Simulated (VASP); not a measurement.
Input of a VASP 6.6.1 run:

File POSCAR:

```
GaAs
1.0
    3.7543745939     -0.0000000030      0.0000000000
   -1.8771872943      3.2513837751      0.0000000000
    0.0000000000      0.0000000000      3.2460163749
Ga As
1 1
Direct
    0.3333333333      0.6666666667      0.5000000000
    0.0000000000      0.0000000000      0.0000000000
```

The input INCAR.step1:

```
SYSTEM = GaAs
ALGO = Normal
EDIFF = 1E-5
ENCUT = 520
GGA = PE
ISIF = 2
ISMEAR = -1
LASPH = .TRUE.
LCHARG = .FALSE.
LREAL = .FALSE.
LWAVE = .TRUE.
NBANDS = 16
NELM = 60
PREC = Accurate
SIGMA = 0.05
```

INCAR.step2

```
SYSTEM = GaAs
AEXX = 0.25
ALGO = Normal
EDIFF = 1E-6
ENCUT = 520
GGA = PE
ISIF = 2
ISMEAR = -1
ISTART = 1
LASPH = .TRUE.
LCHARG = .FALSE.
LHFCALC = .TRUE.
LREAL = .FALSE.
LWAVE = .FALSE.
NBANDS = 16
NELM = 60
PREC = Accurate
PRECFOCK = Normal
SIGMA = 0.05
```

Contents of KPOINTS:

```
k-points
0
G
  5 5 4
  0 0 0
```

Potentials or basis: VASP PAW PBE potentials, release 64 (Ga_d, As).

The run is started by

```console
$ cat potpaw_PBE.64/Ga_d/POTCAR potpaw_PBE.64/As/POTCAR > POTCAR
$ cp INCAR.step1 INCAR
$ mpirun -np 1 vasp_std > vasp.out
$ cp INCAR.step2 INCAR
$ mpirun -np 1 vasp_std > vasp.out
```

Predict the band gap on the k mesh.

zero (bands 9 and 10 overlap by 4.77 eV).

Estimate the pressure.

0.2 GPa.

Stress tensor (GPa, compression positive):
```
 2.34  0.00  0.00
 0.00  2.34  0.00
 0.00  0.00 -3.94
```

Caveat: the k points lie up to 0.48 Å⁻¹ apart, too coarse for converged energies and pressures of a metal; the PAW data sets were made with another functional, which shifts forces and pressure a little.
